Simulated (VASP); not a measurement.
# LiBe2 (P-3m1) in VASP: a series of runs

Runs on LiBe2. Level: PBE. Tasks: single point.

Program: VASP 6.6.1. These are calculated values, not measurements. Logs are shortened: lines on timing, memory, paths and dates and some standing lists are left out, and cuts for length are marked.

### 1 The cell of the first run

The structure is trigonal, space group P-3m1 (No. 164). The conventional cell has a = 3.844 Å, b = 3.844 Å, c = 2.199 Å, α = 90.00°, β = 90.00°, γ = 120.00°. Within 2.9 Å of Li (site symmetry -3m) lie 2 Li at 2.20 Å and 12 Be at 2.31 to 2.71 Å. Within 2.9 Å of Be (site symmetry 3m) lie 8 Be at 2.20 to 2.56 Å and 6 Li at 2.31 to 2.71 Å.

### 2 Single point, PBE

Contents of INCAR:

```
SYSTEM = LiBe2
ALGO     = Fast           ! electronic algorithm
EDIFF    = 1E-6           ! SCF threshold, eV
ENCUT    = 520            ! plane-wave cutoff, eV
GGA      = PE             ! functional
ISIF     = 2              ! what is computed and relaxed
ISMEAR   = 0              ! smearing method
LASPH    = .True.         ! aspherical terms in the spheres
LCHARG   = .False.        ! write CHGCAR
LREAL    = .False.        ! projectors in reciprocal space
LWAVE    = .False.        ! write WAVECAR
NBANDS   = 16             ! bands
NELM     = 60             ! most SCF steps
PREC     = Accurate       ! precision mode
SIGMA    = 0.2            ! smearing width, eV
```

Contents of KPOINTS:

```
k-points
0
Gamma
  10 6 4
  0 0 0
```

Contents of POSCAR:

```
LiBe2
1.0
    0.0000000000      0.0000000000      2.1986312202
    3.8439128557      0.0000000000      0.0000000000
    0.0000000000      6.6578523659      0.0000000000
Li Be
2 4
Direct
    1.0000000000      0.5000000000      0.5000000000
    0.0000000000      0.0000000000      0.0000000000
    0.7098416278      0.5000000000      0.1666666667
    0.7098416278      0.0000000000      0.6666666667
    0.2901583722      0.0000000000      0.3333333333
    0.2901583722      0.5000000000      0.8333333333
```

Potentials or basis: VASP PAW PBE potentials, release 64 (Li_sv, Be).

Launch:

```console
> cat potpaw_PBE.64/Li_sv/POTCAR potpaw_PBE.64/Be/POTCAR > POTCAR
> mpirun -np 1 vasp_std > vasp.out
```

OUTCAR:

```text
SYSTEM = LiBe2
   EDIFF = 1E-6
   ENCUT = 520
   GGA = PE
   ISIF = 2
   ISMEAR = 0
   LASPH = .True.
   LREAL = .False.
   NELM = 60
   PREC = Accurate

 ion  position               nearest neighbor table
   1  0.000  0.500  0.500-   3 2.31   6 2.31   5 2.31   4 2.31   4 2.31   5 2.31
   2  0.000  0.000  0.000-   4 2.31   5 2.31   3 2.31   6 2.31   3 2.31   6 2.31
   3  0.710  0.500  0.167-   1 2.31   2 2.31   2 2.31
   4  0.710  0.000  0.667-   2 2.31   1 2.31   1 2.31
   5  0.290  0.000  0.333-   2 2.31   1 2.31   1 2.31
   6  0.290  0.500  0.833-   1 2.31   2 2.31   2 2.31

  LATTYP: Found a simple orthorhombic cell.
 ALAT       =     2.1986312202
 B/A-ratio  =     1.7483208736
 C/A-ratio  =     3.0281805811

  Lattice vectors:

 A1 = (   0.0000000000,   0.0000000000,   2.1986312202)
 A2 = (   3.8439128557,   0.0000000000,   0.0000000000)
 A3 = (   0.0000000000,   6.6578523659,   0.0000000000)

Analysis of symmetry for initial positions (statically):
=====================================================================
 Subroutine PRICEL returns following result:

  LATTYP: Found a hexagonal cell.
 ALAT       =     3.8439128557
 C/A-ratio  =     0.5719773842

  Lattice vectors:

 A1 = (  -3.8439128557,   0.0000000000,   0.0000000000)
 A2 = (   1.9219564279,  -3.3289261830,   0.0000000000)
 A3 = (   0.0000000000,   0.0000000000,   2.1986312202)

   2 primitive cells build up your supercell.

 Routine SETGRP: Setting up the symmetry group for a
 simple orthorhombic supercell.

 Subroutine GETGRP returns: Found  4 space group operations
 (whereof  4 operations were pure point group operations)
 out of a pool of  8 trial point group operations.

The static configuration has the point symmetry C_2h.

Analysis of symmetry for dynamics (positions and initial velocities):
=====================================================================
 Subroutine PRICEL returns following result:

  LATTYP: Found a hexagonal cell.
 ALAT       =     3.8439128557
 C/A-ratio  =     0.5719773842

  Lattice vectors:

 A1 = (  -3.8439128557,   0.0000000000,   0.0000000000)
 A2 = (   1.9219564279,  -3.3289261830,   0.0000000000)
 A3 = (   0.0000000000,   0.0000000000,   2.1986312202)

   2 primitive cells build up your supercell.

 Routine SETGRP: Setting up the symmetry group for a
 simple orthorhombic supercell.

 Subroutine GETGRP returns: Found  4 space group operations
 (whereof  4 operations were pure point group operations)
 out of a pool of  8 trial point group operations.

The dynamic configuration has the point symmetry C_2h.

 Subroutine INISYM returns: Found  4 space group operations
 (whereof  4 operations are pure point group operations),
 and found     2 'primitive' translations

----------------------------------------------------------------------------------------

                                     Primitive cell

  volume of cell :      28.1339

  direct lattice vectors                    reciprocal lattice vectors
    -3.843912856  0.000000000  0.000000000    -0.260151579 -0.150198584  0.000000000
     1.921956428 -3.328926183  0.000000000    -0.000000000 -0.300397169  0.000000000
     0.000000000  0.000000000  2.198631220     0.000000000  0.000000000  0.454828436

  length of vectors
     3.843912856  3.843912856  2.198631220     0.300397169  0.300397169  0.454828436

  position of ions in fractional coordinates (direct lattice)
     1.000000000  1.000000000  0.000000000
     0.333333333  0.666666667  0.709841628
     0.666666667  0.333333333  0.290158372

  ion indices of the primitive-cell ions
   primitive index   ion index
                 1           1
                 2           3
                 3           6

----------------------------------------------------------------------------------------

 KPOINTS: k-points

Automatic generation of k-mesh.
 Grid dimensions read from file:
 generate k-points for:   10    6    4

 Generating k-lattice:

  Cartesian coordinates                     Fractional coordinates (reciprocal lattice)
     0.000000000  0.000000000  0.045482844     0.100000000  0.000000000  0.000000000
     0.043358597  0.000000000  0.000000000     0.000000000  0.166666667  0.000000000
     0.000000000  0.037549646  0.000000000     0.000000000  0.000000000  0.250000000

  Length of vectors
     0.045482844  0.043358597  0.037549646

  Shift w.r.t. Gamma in fractional coordinates (k-lattice)
     0.000000000  0.000000000  0.000000000

 Subroutine IBZKPT returns following result:
 ===========================================

 Found     88 irreducible k-points:

 Following reciprocal coordinates:
            Coordinates               Weight
  0.000000  0.000000  0.000000      1.000000
  0.100000  0.000000  0.000000      2.000000
  0.200000  0.000000  0.000000      2.000000
  0.300000  0.000000  0.000000      2.000000
  0.400000  0.000000  0.000000      2.000000
  0.500000  0.000000  0.000000      1.000000
[... 16 lines left out ...]
  0.400000  0.500000  0.000000      2.000000
  0.500000  0.500000  0.000000      1.000000
 [... further k-points ...]
   k-points           NKPTS =     88   k-points in BZ     NKDIM =     88   number of bands    NBANDS=     16
   number of dos      NEDOS =    301   number of ions     NIONS =      6
   total plane-waves  NPLWV =  24000
   dimension x,y,z NGX =    16 NGY =   30 NGZ =   50
   dimension x,y,z NGXF=    32 NGYF=   60 NGZF=  100
   ions per type =               2   4
   NGX,Y,Z   is equivalent  to a cutoff of  12.10, 12.97, 12.48 a.u.
   NGXF,Y,Z  is equivalent  to a cutoff of  24.20, 25.95, 24.97 a.u.
 SYSTEM =  LiBe2
   PREC   = accura    normal or accurate (medium, high low for compatibility)
   ISTART =      0    job   : 0-new  1-cont  2-samecut
   ICHARG =      2    charge: 1-file 2-atom 10-const
   ISPIN  =      1    spin polarized calculation?
   LNONCOLLINEAR =      F non collinear calculations
   LSORBIT =      F    spin-orbit coupling
   LASPH  =      T    aspherical Exc in radial PAW
   ENCUT  =  520.0 eV  38.22 Ry    6.18 a.u.   4.09  7.15 12.38*2*pi/ulx,y,z
   NELM   =     60;   NELMIN=  2; NELMDL= -5     # of ELM steps
   EDIFF  = 0.1E-05   stopping-criterion for ELM
   LREAL  =      F    real-space projection
[... 7 lines left out ...]
   TEBEG  =    0.0;   TEEND  =   0.0 temperature during run
   PSTRESS=    0.0 pullay stress
   NELECT =      14.0000    total number of electrons
   NUPDOWN=      -1.0000    fix difference up-down
   EMIN   =  10.00;   EMAX   =-10.00  energy-range for DOS
   EFERMI =   0.00;   METHOD = LEGACY
   ISMEAR =     0;   SIGMA  =   0.20  broadening in eV -4-tet -1-fermi 0-gaus
   EFERMI_NEDOS =   21; number of points for ismear=-14 and -15
   IALGO  =     68    algorithm
   IMIX   =      4    mixing-type and parameters
     AMIX     =   0.40;   BMIX     =  1.00
     AMIX_MAG =   1.60;   BMIX_MAG =  1.00
  volume/ion in A,a.u.               =       9.38        63.29
  Fermi-wavevector in a.u.,A,eV,Ry     =   1.029669  1.945792 14.425135  1.060217
  Thomas-Fermi vector in A             =   2.163728
   LORBIT       =      0    0 simple, 1 ext, 2 COOP (PROOUT), +10 PAW based schemes
   GGA     = PE    functional components
   LHFCALC =     F    Hartree Fock is set to
   AEXX    =    0.0000 exact exchange contribution
   IVDW    =     0    specifies the selected vdW correction
   LEPSILON=     F    determine dielectric tensor
   LRPA    =     F    only Hartree local field effects (RPA)
 non-spin polarized calculation
 RMM-DIIS sequential band-by-band and
 Gauss-broadening in eV      SIGMA  =   0.20
  energy-cutoff  :      520.00
  volume of cell :       56.27
 maximum number of plane-waves:      1544
   NGX =  9   NGY = 15   NGZ = 25

 number of electron      14.0000008 magnetization

 Free energy of the ion-electron system (eV)
  ---------------------------------------------------
  ext. energy  EPLUGINS =         0.00000000
  ---------------------------------------------------
  free energy    TOTEN  =       -18.07904381 eV

  energy without entropy =      -18.06329033  energy(sigma->0) =      -18.07116707

 E-fermi :   4.3883     XC(G=0):  -9.7852

 val. band max:        4.3877985668   @ k =   0.2000  -0.1667  -0.2500
 cond. band min:       4.4057216553   @ k =   0.2000   0.0000  -0.2500
 fundamental gap:      0.0179230885
 Fermi energy:         4.3882993134

 k-point     1 :       0.0000    0.0000    0.0000
  band No.  band energies     occupation
      1     -41.1237      2.00000
      2     -41.1225      2.00000
      3      -3.7538      2.00000
      4      -2.0558      2.00000
      5      -0.6927      2.00000
      6       2.0389      2.00000
[... 8 lines left out ...]
     15      15.6535      0.00000
     16      15.9520      0.00000

 k-point     2 :       0.1000    0.0000    0.0000
  band No.  band energies     occupation
      1     -41.1084      2.00000
      2     -41.1072      2.00000
      3      -3.5346      2.00000
      4      -1.8174      2.00000
      5      -0.4665      2.00000
      6       2.3404      2.00000
[... 8 lines left out ...]
     15      15.6373      0.00000
     16      16.2411      0.00000

 k-point     3 :       0.2000    0.0000    0.0000
  band No.  band energies     occupation
      1     -41.0681      2.00000
      2     -41.0671      2.00000
      3      -2.8774      2.00000
      4      -1.1106      2.00000
      5       0.1999      2.00000
      6       3.2431      2.00000
[... 8 lines left out ...]
     15      14.9581      0.00000
     16      15.2970      0.00000
[... 362 lines left out ...]
 k-point    23 :       0.4000    0.5000    0.0000
  band No.  band energies     occupation
      1     -40.9765      2.00000
      2     -40.9765      2.00000
      3       1.3309      2.00000
      4       1.3309      2.00000
      5       3.0763      2.00000
      6       3.0763      2.00000
[... 8 lines left out ...]
     15      12.8965      0.00000
     16      12.8967      0.00000

 k-point    24 :       0.5000    0.5000    0.0000
  band No.  band energies     occupation
      1     -40.9609      2.00000
      2     -40.9609      2.00000
      3       2.7661      2.00000
      4       2.7661      2.00000
      5       2.8839      2.00000
      6       2.8839      2.00000
[... 8 lines left out ...]
     15      13.0604      0.00000
     16      13.0604      0.00000

 [... further k-points ...]

------------------------ aborting loop because EDIFF is reached ----------------------------------------

  FORCE on cell =-STRESS in cart. coord.  units (eV):
  Direction    XX          YY          ZZ          XY          YZ          ZX
  --------------------------------------------------------------------------------------
  -------------------------------------------------------------------------------------
  Total       -0.0445448     -0.2403235      0.3405802      0.0000000     -0.0462187      0.0000000
  in kB       -1.2683752     -6.8430017      9.6977255      0.0000000     -1.3160367      0.0000000
  external PRESSURE =       0.5287829 kB  Pullay stress =       0.0000000 kB

 VOLUME and BASIS-vectors are now :
 -----------------------------------------------------------------------------
  energy-cutoff  :      520.00
  volume of cell :       56.27
      direct lattice vectors                 reciprocal lattice vectors
     0.000000000  0.000000000  2.198631220     0.000000000  0.000000000  0.454828436
     3.843912856  0.000000000  0.000000000     0.260151579  0.000000000  0.000000000
     0.000000000  6.657852366  0.000000000     0.000000000  0.150198584  0.000000000

 POSITION                                       TOTAL-FORCE (eV/Angst)
 -----------------------------------------------------------------------------------
      1.92196      3.32893      0.00000         0.000000      0.000000     -0.000000
      0.00000      0.00000      0.00000        -0.000000      0.000000      0.000000
      1.92196      1.10964      1.56068        -0.000000      0.018761     -0.003130
      0.00000      4.43857      1.56068        -0.000000      0.018761     -0.003130
      0.00000      2.21928      0.63795        -0.000000     -0.018761      0.003130
      1.92196      5.54821      0.63795         0.000000     -0.018761      0.003130
 -----------------------------------------------------------------------------------
    total drift:                                0.000000      0.000000     -0.000000

  FREE ENERGIE OF THE ION-ELECTRON SYSTEM (eV)
  ---------------------------------------------------
  free  energy   TOTEN  =       -18.0790438082 eV

  energy  without entropy=      -18.0632903294  energy(sigma->0) =      -18.07116707
```

Run time: 74 s. Hardware: 1 thread of Intel Xeon 6975P-C (Granite Rapids), shared host; peak memory 0.19 GiB.

What came out:

- Free energy: -18.0790 eV
- Largest force: 0.019 eV/Å
- Band gap on the k mesh: zero (bands 7 and 8 overlap by 6.44 eV)

Forces on the atoms (eV/Å):
```
Li   0.000  0.000  0.000
Li   0.000  0.000  0.000
Be   0.000  0.019 -0.003
Be   0.000  0.019 -0.003
Be   0.000 -0.019  0.003
Be   0.000 -0.019  0.003
```

Levels at points of the mesh, in eV from the Fermi level:
```csv
k point,band 3,band 4,band 5,band 6,band 7,band 8,band 9,band 10,band 11,band 12
"(0.00, 0.00, 0.00)",-8.14,-6.44,-5.08,-2.35,0.22,0.23,1.79,1.79,3.07,5.07
"(0.50, 0.00, 0.00)",-2.94,-2.45,-1.88,-1.09,0.83,3.52,4.89,5.16,6.27,6.38
"(0.00, 0.50, 0.00)",-6.57,-6.57,-4.53,-4.53,-3.12,-3.12,5.19,5.19,6.27,6.27
"(0.50, 0.50, 0.00)",-1.62,-1.62,-1.50,-1.50,1.32,1.32,3.63,3.63,3.68,3.68
"(0.00, 0.00, 0.50)",-7.60,-7.60,-2.77,-2.77,-1.55,-1.55,2.93,2.93,5.15,5.15
"(0.50, 0.00, 0.50)",-2.40,-2.40,-2.11,-2.11,3.31,3.31,4.89,4.89,5.49,5.49
"(0.00, 0.50, 0.50)",-6.45,-6.45,-5.08,-5.08,-2.35,-2.35,3.07,3.07,9.83,9.83
"(0.50, 0.50, 0.50)",-1.88,-1.88,-1.09,-1.09,0.83,0.83,3.52,3.52,4.89,4.89
```

Caveat: the cutoff is under 1.25 times the usual one of these potentials, so pressure, stress and relaxed cells hold a basis-set (Pulay) error.

### 3 Single point, PBE

This run uses another cell than the first one: it holds 3 atoms, not 6.

Contents of INCAR:

```
SYSTEM = LiBe2
PREC = Accurate ; ENCUT = 520
EDIFF = 1E-6 ; ISMEAR = 0
SIGMA = 0.1 ; LREAL = .False.
LASPH = .True. ; NELM = 80
ALGO = Normal ; ISIF = 2
LWAVE = .False. ; LCHARG = .False.
GGA = PE ; NBANDS = 10
```

Contents of KPOINTS:

```
Automatic mesh
0
Gamma
  12 12 20
  0 0 0
```

Contents of POSCAR:

```
LiBe2
1.0
    3.8439128557      0.0000000000      0.0000000000
   -1.9219564279      3.3289261830      0.0000000000
    0.0000000000      0.0000000000      2.1986312202
Li Be
1 2
Direct
    0.0000000000      0.0000000000      0.0000000000
    0.6666666667      0.3333333333      0.7098416278
    0.3333333333      0.6666666667      0.2901583722
```

Potentials or basis: VASP PAW PBE potentials, release 64 (Li_sv, Be).

Launch:

```console
> cat potpaw_PBE.64/Li_sv/POTCAR potpaw_PBE.64/Be/POTCAR > POTCAR
> mpirun -np 1 vasp_std > vasp.out
```

Wall time 39 s (1 thread of Intel Xeon 6975P-C (Granite Rapids), shared host); peak memory 0.2 GiB.

The run converged. Its results:

| Item | Value |
| --- | --- |
| Free energy | -9.0384 eV |
| Band gap on the k mesh | zero (an odd number of electrons rules out a gap without spin polarisation) |

Forces on the atoms (eV/Å):
```
Li   0.000  0.000  0.000
Be   0.000  0.000 -0.002
Be   0.000  0.000  0.002
```

Levels at points of the mesh, in eV from the Fermi level:
```csv
k point,band 1,band 2,band 3,band 4,band 5,band 6,band 7,band 8,band 9
"(0.00, 0.00, 0.00)",-45.48,-8.11,0.25,0.25,1.82,1.82,5.10,10.37,14.91
"(0.50, 0.00, 0.00)",-45.48,-6.42,-5.05,-2.32,3.09,9.86,11.29,11.59,12.97
"(0.00, 0.00, 0.50)",-45.32,-2.91,-2.43,6.30,6.41,6.41,7.38,7.38,9.91
"(0.50, 0.00, 0.50)",-45.32,-1.85,-1.07,0.86,3.55,4.91,5.19,7.45,9.02
```

Caveat: the cutoff is under 1.25 times the usual one of these potentials, so pressure, stress and relaxed cells hold a basis-set (Pulay) error.
